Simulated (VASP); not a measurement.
# LiCl (Cmcm) in VASP: notebook

Aim: see how the results for LiCl move with the level of theory and the settings. Levels: PBE, r2SCAN. Tasks: single point.

All numbers are computed with VASP 6.6.1; they aren't measurements. Logs are shortened: lines on timing, memory, paths and dates and some standing lists are left out, and cuts for length are marked.

**1. The cell of the first run**

Symmetry: Cmcm, No. 63, orthorhombic system. Conventional cell: a = 3.950 Å, b = 7.209 Å, c = 5.233 Å, α = 90.00°, β = 90.00°, γ = 90.00°. Within 3.1 Å of Li (site symmetry m2m) lie 5 Cl at 2.34 to 2.62 Å. Within 3.1 Å of Cl (site symmetry m2m) lie 5 Li at 2.34 to 2.62 Å.

**2. Single point, PBE (uniaxial x strain -5.1%)**

Input file INCAR:

```
SYSTEM = LiCl
PREC = Accurate
ENCUT = 520
EDIFF = 1E-6
ISMEAR = -1
SIGMA = 0.02
LREAL = .FALSE.
LASPH = .TRUE.
NELM = 100
ALGO = Normal
ISIF = 2
LWAVE = .FALSE.
LCHARG = .FALSE.
GGA = PE
NBANDS = 18
```

Input file KPOINTS:

```
regular mesh
0
G
  12 12 6
  0 0 0
```

Input file POSCAR:

```
LiCl
1.0
    3.9500342656      0.0000000000      0.0000000000
   -1.9750171328      3.6042882940      0.0000000000
    0.0000000000      0.0000000000      5.2325458864
Li Cl
2 2
Direct
    0.3356418512      0.6712837025      0.2500000000
    0.6643581488      0.3287162975      0.7500000000
    0.6612462825      0.3224925650      0.2500000000
    0.3387537175      0.6775074350      0.7500000000
```

Potentials or basis: VASP PAW PBE potentials, release 64 (Li_sv, Cl).

Started as:

```console
cat potpaw_PBE.64/Li_sv/POTCAR potpaw_PBE.64/Cl/POTCAR > POTCAR
mpirun -np 1 vasp_std > vasp.out
```

OUTCAR:

```text
SYSTEM = LiCl
   PREC = Accurate
   ENCUT = 520
   EDIFF = 1E-6
   ISMEAR = -1
   LREAL = .FALSE.
   LASPH = .TRUE.
   NELM = 100
   ISIF = 2
   GGA = PE

 ion  position               nearest neighbor table
   1  0.336  0.671  0.250-   3 2.34   3 2.34   3 2.35   4 2.62   4 2.62
   2  0.664  0.329  0.750-   4 2.34   4 2.34   4 2.35   3 2.62   3 2.62
   3  0.661  0.322  0.250-   1 2.34   1 2.34   1 2.35   2 2.62   2 2.62
   4  0.339  0.678  0.750-   2 2.34   2 2.34   2 2.35   1 2.62   1 2.62

  LATTYP: Found a base centered orthorhombic cell.
 ALAT       =     3.9500342656
 B/A-ratio  =     1.8249402672
 C/A-ratio  =     1.3246836697

  Lattice vectors:

 A1 = (   1.9750171328,  -3.6042882940,   0.0000000000)
 A2 = (   1.9750171328,   3.6042882940,   0.0000000000)
 A3 = (   0.0000000000,   0.0000000000,   5.2325458864)

Analysis of symmetry for initial positions (statically):
=====================================================================
 Subroutine PRICEL returns:
 Original cell was already a primitive cell.

 Routine SETGRP: Setting up the symmetry group for a
 base centered orthorhombic supercell.

 Subroutine GETGRP returns: Found  8 space group operations
 (whereof  4 operations were pure point group operations)
 out of a pool of  8 trial point group operations.

The static configuration has the point symmetry C_2h.
 The point group associated with its full space group is D_2h.

Analysis of symmetry for dynamics (positions and initial velocities):
=====================================================================
 Subroutine PRICEL returns:
 Original cell was already a primitive cell.

 Routine SETGRP: Setting up the symmetry group for a
 base centered orthorhombic supercell.

 Subroutine GETGRP returns: Found  8 space group operations
 (whereof  4 operations were pure point group operations)
 out of a pool of  8 trial point group operations.

The dynamic configuration has the point symmetry C_2h.
 The point group associated with its full space group is D_2h.

 Subroutine INISYM returns: Found  8 space group operations
 (whereof  4 operations are pure point group operations),
 and found     1 'primitive' translations

----------------------------------------------------------------------------------------

                                     Primitive cell

  volume of cell :      74.4961

  direct lattice vectors                    reciprocal lattice vectors
     3.950034266  0.000000000  0.000000000     0.253162361  0.138723642  0.000000000
    -1.975017133  3.604288294  0.000000000     0.000000000  0.277447285  0.000000000
     0.000000000  0.000000000  5.232545886     0.000000000  0.000000000  0.191111559

  length of vectors
     3.950034266  4.109937564  5.232545886     0.288678766  0.277447285  0.191111559

  position of ions in fractional coordinates (direct lattice)
     0.335641851  0.671283702  0.250000000
     0.664358149  0.328716298  0.750000000
     0.661246283  0.322492565  0.250000000
     0.338753717  0.677507435  0.750000000

  ion indices of the primitive-cell ions
   primitive index   ion index
                 1           1
                 2           2
                 3           3
                 4           4

----------------------------------------------------------------------------------------

 KPOINTS: regular mesh

Automatic generation of k-mesh.
 Grid dimensions read from file:
 generate k-points for:   12   12    6

 Generating k-lattice:

  Cartesian coordinates                     Fractional coordinates (reciprocal lattice)
     0.021096863  0.011560304  0.000000000     0.083333333 -0.000000000  0.000000000
     0.000000000  0.023120607  0.000000000     0.000000000  0.083333333  0.000000000
     0.000000000  0.000000000  0.031851926     0.000000000  0.000000000  0.166666667

  Length of vectors
     0.024056564  0.023120607  0.031851926

  Shift w.r.t. Gamma in fractional coordinates (k-lattice)
     0.000000000  0.000000000  0.000000000

 Subroutine IBZKPT returns following result:
 ===========================================

 Found    172 irreducible k-points:

 Following reciprocal coordinates:
            Coordinates               Weight
  0.000000  0.000000  0.000000      1.000000
  0.083333  0.000000  0.000000      4.000000
  0.166667  0.000000  0.000000      4.000000
  0.250000  0.000000  0.000000      4.000000
  0.333333  0.000000  0.000000      4.000000
  0.416667 -0.000000  0.000000      4.000000
[... 16 lines left out ...]
  0.333333  0.166667  0.000000      4.000000
  0.416667  0.166667  0.000000      4.000000
 [... further k-points ...]
   k-points           NKPTS =    172   k-points in BZ     NKDIM =    172   number of bands    NBANDS=     18
   number of dos      NEDOS =    301   number of ions     NIONS =      4
   total plane-waves  NPLWV =  38400
   dimension x,y,z NGX =    30 NGY =   32 NGZ =   40
   dimension x,y,z NGXF=    60 NGYF=   64 NGZF=   80
   ions per type =               2   2
   NGX,Y,Z   is equivalent  to a cutoff of  12.63, 12.94, 12.71 a.u.
   NGXF,Y,Z  is equivalent  to a cutoff of  25.25, 25.89, 25.42 a.u.
 SYSTEM =  LiCl
   PREC   = accura    normal or accurate (medium, high low for compatibility)
   ISTART =      0    job   : 0-new  1-cont  2-samecut
   ICHARG =      2    charge: 1-file 2-atom 10-const
   ISPIN  =      1    spin polarized calculation?
   LNONCOLLINEAR =      F non collinear calculations
   LSORBIT =      F    spin-orbit coupling
   LASPH  =      T    aspherical Exc in radial PAW
   ENCUT  =  520.0 eV  38.22 Ry    6.18 a.u.   7.34  7.64  9.73*2*pi/ulx,y,z
   NELM   =    100;   NELMIN=  2; NELMDL= -5     # of ELM steps
   EDIFF  = 0.1E-05   stopping-criterion for ELM
   LREAL  =      F    real-space projection
   EDIFFG = 0.1E-04   stopping-criterion for IOM
   NSW    =      0    number of steps for IOM
   IBRION =     -1    ionic relax: 0-MD 1-quasi-New 2-CG
   NFREE  =      0    steps in history (QN), initial steepest desc. (CG)
   ISIF   =      2    stress and relaxation
   ISYM   =      2    0-nonsym 1-usesym 2-fastsym
   POTIM  = 0.5000    time-step for ionic-motion
   TEBEG  =    0.0;   TEEND  =   0.0 temperature during run
   PSTRESS=    0.0 pullay stress
   NELECT =      20.0000    total number of electrons
   NUPDOWN=      -1.0000    fix difference up-down
   EMIN   =  10.00;   EMAX   =-10.00  energy-range for DOS
   EFERMI =   0.00;   METHOD = LEGACY
   ISMEAR =    -1;   SIGMA  =   0.02  broadening in eV -4-tet -1-fermi 0-gaus
   EFERMI_NEDOS =   21; number of points for ismear=-14 and -15
   IALGO  =     38    algorithm
   IMIX   =      4    mixing-type and parameters
     AMIX     =   0.40;   BMIX     =  1.00
     AMIX_MAG =   1.60;   BMIX_MAG =  1.00
  volume/ion in A,a.u.               =      18.62       125.68
  Fermi-wavevector in a.u.,A,eV,Ry     =   1.056105  1.995749 15.175358  1.115357
  Thomas-Fermi vector in A             =   2.191328
   LORBIT       =      0    0 simple, 1 ext, 2 COOP (PROOUT), +10 PAW based schemes
   GGA     = PE    functional components
   LHFCALC =     F    Hartree Fock is set to
   AEXX    =    0.0000 exact exchange contribution
   IVDW    =     0    specifies the selected vdW correction
   LEPSILON=     F    determine dielectric tensor
   LRPA    =     F    only Hartree local field effects (RPA)
 non-spin polarized calculation
  energy-cutoff  :      520.00
  volume of cell :       74.50
 maximum number of plane-waves:      2031
 NGX is ok and might be reduce to    30
   NGX = 15   NGY = 15   NGZ = 19

 number of electron      19.9999988 magnetization

 Free energy of the ion-electron system (eV)
  ---------------------------------------------------
  ext. energy  EPLUGINS =         0.00000000
  ---------------------------------------------------
  free energy    TOTEN  =       -14.74346352 eV

  energy without entropy =      -14.74346352  energy(sigma->0) =      -14.74346352

 E-fermi :   0.5651     XC(G=0):  -8.1186

 val. band max:        0.0426651406   @ k =   0.0000   0.0000   0.0000
 cond. band min:       5.8404021737   @ k =   0.0000   0.0000   0.0000
 fundamental gap:      5.7977370331
 Fermi energy:         0.5651349991

 k-point     1 :       0.0000    0.0000    0.0000
  band No.  band energies     occupation
      1     -43.4257      2.00000
      2     -43.4212      2.00000
      3     -13.4977      2.00000
      4     -12.7081      2.00000
      5      -2.9974      2.00000
      6      -1.5593      2.00000
[... 10 lines left out ...]
     17      11.7068      0.00000
     18      11.8352      0.00000

 k-point     2 :       0.0833    0.0000    0.0000
  band No.  band energies     occupation
      1     -43.4256      2.00000
      2     -43.4213      2.00000
      3     -13.4801      2.00000
      4     -12.7135      2.00000
      5      -2.9524      2.00000
      6      -1.6016      2.00000
[... 10 lines left out ...]
     17      11.4435      0.00000
     18      11.6439      0.00000

 k-point     3 :       0.1667    0.0000    0.0000
  band No.  band energies     occupation
      1     -43.4252      2.00000
      2     -43.4213      2.00000
      3     -13.4298      2.00000
      4     -12.7305      2.00000
      5      -2.8208      2.00000
      6      -1.7188      2.00000
[... 10 lines left out ...]
     17      10.8068      0.00000
     18      11.2719      0.00000

 k-point     4 :       0.2500    0.0000    0.0000
  band No.  band energies     occupation
      1     -43.4248      2.00000
      2     -43.4214      2.00000
      3     -13.3535      2.00000
      4     -12.7605      2.00000
      5      -2.6138      2.00000
      6      -1.9285      2.00000
[... 375 lines left out ...]
      4     -12.8371      2.00000
      5      -2.3503      2.00000
      6      -2.2542      2.00000
[... 10 lines left out ...]
     17      11.7327      0.00000
     18      11.7945      0.00000

 k-point    23 :       0.3333    0.1667    0.0000
  band No.  band energies     occupation
      1     -43.4235      2.00000
      2     -43.4220      2.00000
      3     -13.1494      2.00000
      4     -12.8862      2.00000
      5      -2.5659      2.00000
      6      -1.9889      2.00000
[... 10 lines left out ...]
     17      11.6249      0.00000
     18      12.4915      0.00000

 k-point    24 :       0.4167    0.1667    0.0000
  band No.  band energies     occupation
      1     -43.4232      2.00000
      2     -43.4222      2.00000
      3     -13.1037      2.00000
      4     -12.9122      2.00000
      5      -2.6594      2.00000
      6      -1.8789      2.00000
[... 10 lines left out ...]
     17      11.6142      0.00000
     18      12.4412      0.00000

 [... further k-points ...]

------------------------ aborting loop because EDIFF is reached ----------------------------------------

  FORCE on cell =-STRESS in cart. coord.  units (eV):
  Direction    XX          YY          ZZ          XY          YZ          ZX
  --------------------------------------------------------------------------------------
  -------------------------------------------------------------------------------------
  Total        1.2654551      1.0973628      0.7280914      0.0000000      0.0000000      0.0000000
  in kB       27.2159749     23.6008356     15.6589655      0.0000000      0.0000000      0.0000000
  external PRESSURE =      22.1585920 kB  Pullay stress =       0.0000000 kB

 VOLUME and BASIS-vectors are now :
 -----------------------------------------------------------------------------
  energy-cutoff  :      520.00
  volume of cell :       74.50
      direct lattice vectors                 reciprocal lattice vectors
     3.950034266  0.000000000  0.000000000     0.253162361  0.138723642  0.000000000
    -1.975017133  3.604288294  0.000000000     0.000000000  0.277447285  0.000000000
     0.000000000  0.000000000  5.232545886     0.000000000  0.000000000  0.191111559

 POSITION                                       TOTAL-FORCE (eV/Angst)
 -----------------------------------------------------------------------------------
     -0.00000      2.41950      1.30814         0.000000     -0.002043      0.000000
      1.97502      1.18479      3.92441         0.000000      0.002043     -0.000000
      1.97502      1.16236      1.30814        -0.000000     -0.000050      0.000000
     -0.00000      2.44193      3.92441         0.000000      0.000050      0.000000
 -----------------------------------------------------------------------------------
    total drift:                                0.000000     -0.000000      0.000000

  FREE ENERGIE OF THE ION-ELECTRON SYSTEM (eV)
  ---------------------------------------------------
  free  energy   TOTEN  =       -14.7434635205 eV

  energy  without entropy=      -14.7434635205  energy(sigma->0) =      -14.74346352
```

Wall time 4.3 min (1 thread of Oxide Virtual Turin-like, shared host); peak memory 0.27 GiB.

Results:

```
Free energy            : -14.7435 eV
Band gap on the k mesh : 5.80 eV
```

Forces in eV/Å, atoms in the order of the input:
```
Li   0.000 -0.002  0.000
Li   0.000  0.002  0.000
Cl   0.000  0.000  0.000
Cl   0.000  0.000  0.000
```

Levels at points of the mesh, in eV from the valence-band top:
```
           k point  band 8  band 9  band 10  band 11  band 12  band 13
(0.00, 0.00, 0.00)   -0.74   -0.64     0.00     5.80     8.04     8.65
(0.50, 0.00, 0.00)   -1.59   -1.04    -0.84     7.28     8.55     8.68
(0.00, 0.50, 0.00)   -1.65   -1.12    -0.67     7.38     8.75     8.92
(0.00, 0.00, 0.50)   -1.18   -0.99    -0.99     7.74     7.74     8.75
(0.50, 0.00, 0.50)   -1.54   -0.63    -0.63     7.24     7.24     9.16
(0.00, 0.50, 0.50)   -1.31   -0.54    -0.54     7.18     7.18     9.17
```

Caveat: the cell differs from its parent crystal (uniaxial x strain -5.1%); the cutoff is under 1.25 times the usual one of these potentials, so pressure, stress and relaxed cells hold a basis-set (Pulay) error.

**3. Single point, r2SCAN (uniaxial x strain -5.1%)**

POSCAR is that of step 2.

Input file INCAR.step1:

```
ALGO = Normal
EDIFF = 1E-4
ENCUT = 520
GGA = PE
ISMEAR = 0
LASPH = T
LCHARG = F
LREAL = F
LWAVE = T
NBANDS = 18
NELM = 80
PREC = Accurate
SIGMA = 0.01
```

Input file INCAR.step2:

```
ALGO = Normal
EDIFF = 1E-6
ENCUT = 520
ISIF = 2
ISMEAR = 0
ISTART = 1
LASPH = T
LCHARG = F
LMIXTAU = T
LREAL = F
LWAVE = F
METAGGA = R2SCAN
NBANDS = 18
NELM = 80
PREC = Accurate
SIGMA = 0.01
```

Input file KPOINTS:

```
k-points
0
Gamma
  12 12 6
```

Potentials or basis: VASP PAW PBE potentials, release 64 (Li_sv, Cl).

Started as:

```console
cat potpaw_PBE.64/Li_sv/POTCAR potpaw_PBE.64/Cl/POTCAR > POTCAR
cp INCAR.step1 INCAR
mpirun -np 1 vasp_std > vasp.out
cp INCAR.step2 INCAR
mpirun -np 1 vasp_std > vasp.out
```

Wall time 15 min (1 thread of Oxide Virtual Turin-like, shared host); peak memory 0.28 GiB.

The run converged. Its results:

| Quantity | Value |
| --- | --- |
| Free energy | -25.0829 eV |
| Largest force | 0.025 eV/Å |
| Band gap on the k mesh | 6.51 eV |

Forces in eV/Å, atoms in the order of the input:
```
Li   0.000  0.025  0.000
Li   0.000 -0.025  0.000
Cl   0.000  0.004  0.000
Cl   0.000 -0.004  0.000
```

Levels at points of the mesh, in eV from the valence-band top:
```csv
k point,band 6,band 7,band 8,band 9,band 10,band 11,band 12,band 13,band 14,band 15
"(0.00, 0.00, 0.00)",-1.64,-1.38,-0.77,-0.67,0.00,6.51,8.86,9.41,9.82,10.99
"(0.50, 0.00, 0.00)",-2.17,-2.04,-1.60,-1.06,-0.86,7.88,9.25,9.44,10.92,11.64
"(0.00, 0.50, 0.00)",-2.06,-1.90,-1.66,-1.14,-0.70,7.97,9.52,9.67,11.44,11.44
"(0.00, 0.00, 0.50)",-1.61,-1.22,-1.22,-1.03,-1.03,8.44,8.44,9.49,9.49,9.76
"(0.50, 0.00, 0.50)",-2.72,-1.58,-1.58,-0.65,-0.65,7.89,7.89,9.96,9.96,12.50
"(0.00, 0.50, 0.50)",-2.79,-1.35,-1.35,-0.56,-0.56,7.84,7.84,9.95,9.95,12.64
```

Caveat: the cell differs from its parent crystal (uniaxial x strain -5.1%); the cutoff is under 1.25 times the usual one of these potentials, so pressure, stress and relaxed cells hold a basis-set (Pulay) error; the PAW data sets were made with another functional, which shifts forces and pressure a little. A k mesh can miss the band edges.
